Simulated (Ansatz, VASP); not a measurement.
**Cu6H in VASP and in Ansatz**

INCAR

```
SYSTEM = Cu6H
PREC = Accurate
ENCUT = 520
EDIFF = 1E-6
ISMEAR = 0
SIGMA = 0.1
LREAL = .FALSE.
LASPH = .TRUE.
NELM = 80
ALGO = Fast
ISIF = 2
LWAVE = .FALSE.
LCHARG = .FALSE.
LDIPOL = .TRUE.
IDIPOL = 3
DIPOL = 0.5 0.5 0.287
GGA = PE
NBANDS = 80
```

The input KPOINTS:

```
regular mesh
0
G
  5 5 1
  0 0 0
```

POSCAR

```
Cu6H
1.0
    5.1332392722      0.0000000000      0.0000000000
    0.0000000000      5.1332392722      0.0000000000
    0.0000000000      0.0000000000     21.5289058579
Cu H
12 2
Direct
    0.2500000000      0.2500000000      0.1857967157
    0.2500000000      0.7500000000      0.1857967157
    0.7500000000      0.2500000000      0.1857967157
    0.7500000000      0.7500000000      0.1857967157
    0.0000000000      0.0000000000      0.2677566944
    0.0000000000      0.5000000000      0.2677566944
    0.5000000000      0.0000000000      0.2677566944
    0.5000000000      0.5000000000      0.2677566944
    0.2500000000      0.2500000000      0.3497114952
    0.2500000000      0.7500000000      0.3497114952
    0.7500000000      0.2500000000      0.3497114952
    0.7500000000      0.7500000000      0.3497114952
    0.1769467133      1.0000000000      0.4003411002
    0.3230532867      1.0000000000      0.4003411002
```

Input for Ansatz:

```yaml
crystal:
  lattice:
    - [5.1332392722, 0.0, 0.0]
    - [0.0, 5.1332392722, 0.0]
    - [0.0, 0.0, 21.5289058579]
  atoms:
    - { symbol: Cu, position: [0.25, 0.25, 0.1857967157] }
    - { symbol: Cu, position: [0.25, 0.75, 0.1857967157] }
    - { symbol: Cu, position: [0.75, 0.25, 0.1857967157] }
    - { symbol: Cu, position: [0.75, 0.75, 0.1857967157] }
    - { symbol: Cu, position: [0.0, 0.0, 0.2677566944] }
    - { symbol: Cu, position: [0.0, 0.5, 0.2677566944] }
    - { symbol: Cu, position: [0.5, 0.0, 0.2677566944] }
    - { symbol: Cu, position: [0.5, 0.5, 0.2677566944] }
    - { symbol: Cu, position: [0.25, 0.25, 0.3497114952] }
    - { symbol: Cu, position: [0.25, 0.75, 0.3497114952] }
    - { symbol: Cu, position: [0.75, 0.25, 0.3497114952] }
    - { symbol: Cu, position: [0.75, 0.75, 0.3497114952] }
    - { symbol: H, position: [0.1769467133, 1.0, 0.4003411002] }
    - { symbol: H, position: [0.3230532867, 1.0, 0.4003411002] }
basis:
  ecutwfc: 420
kpoints:
  mp_grid: { grid: [5, 5, 1] }
hamiltonian:
  xc: pbe
scf:
  occupations: { method: gaussian, width: 0.1 }
output:
  forces: true
  eigenvalues: true
efield:
  axis: 3
  dipole_correction: true
  ramp_width: 0.04
```

Alike in both runs: task single point; functional PBE; k mesh 5 × 5 × 1; occupations gaussian, width 0.1 eV; no spin polarisation.

|  | VASP | Ansatz |
| --- | --- | --- |
| version | VASP 6.6.1 | Ansatz 0.2.0 |
| potentials or method | VASP PAW PBE potentials, release 64 (Cu, H), cutoff 520 eV | scalar-relativistic, plane waves, PAW |
| valence electrons in the cell | 134 | 230 |

|  | VASP | Ansatz | Ansatz less VASP |
| --- | --- | --- | --- |
| gap on the k mesh at the Fermi level (eV) | none | none | - |
| rms of the force components (eV/Å) | 0.735 | 0.734 | -0.0006 |

Atom by atom the forces differ by 0.015 eV/Å (rms over components). A gap of «none» marks a metal or a gap that the smearing closes. VASP's potentials hold 134 valence electrons a cell and Ansatz's 230, so a difference there can come from the potentials and not from the codes.
